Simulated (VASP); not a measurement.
Input of a VASP 6.6.1 run:

The input INCAR:

```
PREC = Accurate
ENCUT = 520
EDIFF = 1E-6
ISMEAR = 0
SIGMA = 0.02
LREAL = F
LASPH = T
NELM = 150
ALGO = Normal
ISIF = 2
LWAVE = F
LCHARG = T
ISPIN = 2
MAGMOM = 3 2
LORBIT = 11
GGA = PE
IVDW = 12
LELF = T
LVHAR = T
NBANDS = 15
```

Contents of KPOINTS:

```
Automatic mesh
0
Gamma
  12 12 12
```

POSCAR

```
C
1.0
    1.2280287114      0.7090027071      3.3470114498
   -1.2280287114      0.7090027071      3.3470114498
    0.0000000000     -1.4180054142      3.3470114498
C
2
Direct
    0.8334194958      0.8334194958      0.8334194958
    0.1665805042      0.1665805042      0.1665805042
```

Potentials or basis: VASP PAW PBE potentials, release 64 (C).

Run with:

```sh
$ cat potpaw_PBE.64/C/POTCAR > POTCAR
$ mpirun -np 1 vasp_std > vasp.out
```

**Question.** What does it give for the net moment?

**Answer.** 0.00 μB per cell.

**Question.** What does it give for the pressure?

**Answer.** 3.7 GPa.

Stress tensor (GPa, compression positive):
```
 5.64  0.00  0.00
 0.00  5.64  0.00
 0.00  0.00 -0.05
```

Caveat: the cell stands under pressure.
